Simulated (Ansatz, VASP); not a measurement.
Ta: VASP beside Ansatz

The input INCAR:

```
ALGO = Fast
EDIFF = 1E-7
ENCUT = 520
GGA = PS
ISIF = 2
ISMEAR = 0
LASPH = True
LCHARG = False
LREAL = False
LWAVE = False
NBANDS = 12
NELM = 100
PREC = Accurate
SIGMA = 0.15
```

Contents of KPOINTS:

```
k-points
0
Gamma
  20 20 20
```

File POSCAR:

```
Ta
1.0
   -1.7090748000      1.5934852000      1.6512800000
    1.7090748000     -1.5934852000      1.6512800000
    1.7090748000      1.5934852000     -1.6512800000
Ta
1
Direct
    0.0000000000      0.0000000000      0.0000000000
```

Input for Ansatz:

```yaml
crystal:
  lattice:
    - [-1.7090748, 1.5934852, 1.65128]
    - [1.7090748, -1.5934852, 1.65128]
    - [1.7090748, 1.5934852, -1.65128]
  atoms:
    - { symbol: Ta, position: [0.0, 0.0, 0.0] }
basis:
  ecutwfc: 420
kpoints:
  mp_grid: { grid: [20, 20, 20] }
hamiltonian:
  xc: pbesol
scf:
  occupations: { method: gaussian, width: 0.15 }
output:
  forces: true
  stress: true
  eigenvalues: true
  write_density: true
  write_potential: true
  elf: true
  volumetric_format: npy
```

Change from the starting cell: strain +0.0350 x Voigt [1, -1, 0, 0, 0, 0], atoms carried along.

Alike in both runs: task single point; functional PBEsol; k mesh 20 × 20 × 20; occupations gaussian, width 0.15 eV; no spin polarisation.

|  | VASP | Ansatz |
| --- | --- | --- |
| version | VASP 6.6.1 | Ansatz 0.2.0 |
| potentials or method | VASP PAW PBE potentials, release 64 (Ta_pv), cutoff 520 eV | scalar-relativistic, plane waves, PAW |
| valence electrons in the cell | 11 | 13 |

Ansatz gave:

* gap on the k mesh at the Fermi level (eV): none
* pressure (GPa): -3.2
* traceless stress, the component that is largest in VASP (GPa): -3.71

Question: Estimate VASP's values.

Answer: gap on the k mesh at the Fermi level (eV): none; pressure (GPa): -3.1; traceless stress, the component that is largest in VASP (GPa): -3.70.

VASP's potentials were made for PBE, not for PBEsol. A gap of «none» marks a metal or a gap that the smearing closes. VASP's potentials hold 11 valence electrons a cell and Ansatz's 13, so a difference there can come from the potentials and not from the codes.

Spin-orbit coupling is off throughout.
